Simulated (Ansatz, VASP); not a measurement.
**Two plane-wave programs on TiPt3**

```
Ti Pt
1.0
     3.86781    0.00000    0.00000
     0.00000    3.86781    0.00000
     0.00000    0.00000    3.86781
Ti Pt
1 3
Direct
  0.00000 0.00000 0.00000
  0.00000 0.50000 0.50000
  0.50000 0.00000 0.50000
  0.50000 0.50000 0.00000
```

Alike in both runs: functional r2SCAN; k mesh 9 × 9 × 9; occupations fermi-dirac, width 0.1 eV; no spin polarisation.

Ansatz relaxed the structure, and its values are those at the end. VASP's run is a single point on that final structure, the one shown.

|  | VASP | Ansatz |
| --- | --- | --- |
| version | VASP 6.6.1 | Ansatz 0.2.0 |
| potentials or method | VASP PAW PBE potentials, release 64 (Ti_sv, Pt), cutoff 520 eV | PAW plane waves |
| valence electrons in the cell | 42 | 66 |

```tsv
	VASP	Ansatz	Ansatz less VASP
pressure (GPa)	12.7	11.6	-1.01
```

VASP's potentials were made for PBE, not for r2SCAN. VASP's potentials hold 42 valence electrons a cell and Ansatz's 66, so a difference there can come from the potentials and not from the codes. Ansatz's warnings: stress scf threshold loose.

Neither program's run includes spin-orbit coupling.
